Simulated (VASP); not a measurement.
Write the native input for VASP 6.6.1 that does the following.

```yaml
Task: single point
Functional: PBE-based global hybrid with 30 % exact exchange
Potentials_or_basis: VASP PAW PBE potentials, release 64 (Al, N)
Cutoff: 520 eV
k_mesh: 5 × 5 × 5
Occupations: gaussian, width 0.01 eV
Spin: no spin polarisation
Dipole_correction: no
Grid_for_exact_exchange_PRECFOCK: Normal
Share_of_exact_exchange: 0.3
Further_INCAR_settings: ALGO = Normal; EDIFF = 1e-06; NBANDS = 11
```

The system is AlN.

```
Al N
1.0
     0.00000    2.18399    2.18399
     2.18399    0.00000    2.18399
     2.18399    2.18399    0.00000
Al N
1 1
Direct
  0.00000 0.00000 0.00000
  0.75000 0.75000 0.75000
```

These files were run (other wordings do the same):

POSCAR

```
AlN
1.0
    0.0000000000      2.1839935600      2.1839935600
    2.1839935600      0.0000000000      2.1839935600
    2.1839935600      2.1839935600      0.0000000000
Al N
1 1
Direct
    0.0000000000      0.0000000000      0.0000000000
    0.7500000000      0.7500000000      0.7500000000
```

INCAR.step1

```
SYSTEM = AlN
PREC = Accurate
ENCUT = 520
EDIFF = 1E-5
ISMEAR = 0
SIGMA = 0.01
LREAL = .FALSE.
LASPH = .TRUE.
NELM = 120
ALGO = Normal
ISIF = 2
LWAVE = .TRUE.
GGA = PE
NBANDS = 11
GGA_COMPAT = .FALSE.
```

INCAR.step2

```
SYSTEM = AlN
PREC = Accurate
ENCUT = 520
EDIFF = 1E-6
ISMEAR = 0
SIGMA = 0.01
LREAL = .FALSE.
LASPH = .TRUE.
NELM = 120
ALGO = Normal
ISIF = 2
LWAVE = .FALSE.
LCHARG = .TRUE.
GGA = PE
LHFCALC = .TRUE.
AEXX = 0.3
PRECFOCK = Normal
LELF = .TRUE.
LVHAR = .TRUE.
ISTART = 1
NBANDS = 11
GGA_COMPAT = .FALSE.
```

KPOINTS

```
regular mesh
0
G
  5 5 5
  0 0 0
```

Potentials or basis: VASP PAW PBE potentials, release 64 (Al, N).

Launch:

```console
$ cat potpaw_PBE.64/Al/POTCAR potpaw_PBE.64/N/POTCAR > POTCAR
$ cp INCAR.step1 INCAR
$ mpirun -np 1 vasp_std > vasp.out
$ cp INCAR.step2 INCAR
$ mpirun -np 1 vasp_std > vasp.out
```

Results of the run:

```json
{
 "Pressure": "-1.6 GPa",
 "Band gap on the k mesh": "6.35 eV (least direct gap 6.76 eV)"
}
```

Caveat: the k points lie up to 0.50 Å⁻¹ apart; the PAW data sets were made with another functional, which shifts forces and pressure a little; an odd mesh through Γ misses points on the zone boundary, where band edges can lie.

Run time: 5.3 min on 1 thread of Intel Xeon 8259CL, with other jobs on the host, peak memory 0.11 GiB.
